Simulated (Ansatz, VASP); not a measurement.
# Zn: VASP beside Ansatz

```xyz
2
Lattice="2.6737 0.0000 0.0000 -1.3368 2.3154 0.0000 0.0000 0.0000 4.9631" Properties=species:S:1:pos:R:3 pbc="T T T"
Zn    0.0000    1.5436    1.2408
Zn    1.3368    0.7718    3.7224
```

Change from the starting cell: volume scaled by 1.01.

Alike in both runs: task single point; functional PBEsol; k mesh 16 × 16 × 8; occupations fermi-dirac, width 0.03 eV; no spin polarisation.

```csv
,VASP,Ansatz
version,VASP 6.6.1,Ansatz 0.2.0
potentials or method,"VASP PAW PBE potentials, release 64 (Zn), cutoff 520 eV","all-electron LAPW, scalar-relativistic"
```

Ansatz gave:

```
pressure (GPa)                                                : -6.1
traceless stress, the component that is largest in VASP (GPa) : 0.54
```

**Question.** Which values does VASP return?

**Answer.** Pressure (GPa): -5.8; traceless stress, the component that is largest in VASP (GPa): 0.43.

VASP's potentials were made for PBE, not for PBEsol. Ansatz ran all-electron here, and VASP with PAW potentials.
